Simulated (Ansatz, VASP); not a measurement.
## Al: VASP beside Ansatz

```
CELL_PARAMETERS angstrom
0.00000 1.98347 1.98347
1.98347 0.00000 1.98347
1.98347 1.98347 0.00000
ATOMIC_POSITIONS crystal
Al 0.00000 0.00000 0.00000
```

Change from the starting cell: volume scaled by 0.94.

Alike in both runs: task single point; functional PBEsol; dispersion D3(BJ); k mesh 8 × 8 × 8; non-collinear spin.

|  | VASP | Ansatz |
| --- | --- | --- |
| version | VASP 6.6.1 | Ansatz 0.2.0 |
| potentials or method | VASP PAW PBE potentials, release 64 (Al), cutoff 520 eV | all-electron LAPW, scalar-relativistic |
| occupations | methfessel-paxton of order 1, width 0.1 eV | cold, width 0.1 eV |

Ansatz gave:

| Item | Value |
| --- | --- |
| gap on the k mesh at the Fermi level (eV) | none |
| pressure (GPa) | -0.1 |
| net moment per atom (μB) | 0.00 |

Question: What did VASP give for the same quantities?

Answer: gap on the k mesh at the Fermi level (eV): none; pressure (GPa): 0.0; net moment per atom (μB): 0.00.

VASP's potentials were made for PBE, not for PBEsol. A gap of «none» marks a metal or a gap that the smearing closes. Ansatz ran all-electron here, and VASP with PAW potentials.

Noted on Ansatz's run: the program listed the state as in doubt; the k mesh is thin for a metal, which can move the energy by tens of meV per atom.
